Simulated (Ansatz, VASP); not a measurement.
# Two plane-wave programs on ZnS

```
CELL_PARAMETERS angstrom
1.87735 1.08389 9.22555
-1.87735 1.08389 9.22555
0.00000 -2.16778 9.22555
ATOMIC_POSITIONS crystal
Zn 0.99997 0.99997 0.99997
Zn 0.22227 0.22227 0.22227
Zn 0.44461 0.44461 0.44461
S 0.08327 0.08327 0.08327
S 0.52784 0.52784 0.52784
S 0.30536 0.30536 0.30536
```

Alike in both runs: task single point; functional LDA; k mesh 6 × 6 × 6; no spin polarisation.

|  | VASP | Ansatz |
| --- | --- | --- |
| version | VASP 6.6.1 | Ansatz 0.2.0 |
| potentials or method | VASP PAW LDA potentials, release 64 (Zn, S), cutoff 520 eV | plane waves, PAW |
| occupations | gaussian, width 0.01 eV | fixed |
| valence electrons in the cell | 54 | 54 |

VASP gave:

| Quantity | Value |
| --- | --- |
| pressure (GPa) | -0.6 |

**Question.** What did Ansatz give for the same quantities?

**Answer.** Pressure (GPa): -0.9.

LDA's correlation is that of Perdew and Zunger in VASP and of Perdew and Wang (1992) in Ansatz. Ansatz's warnings: stress scf threshold loose.
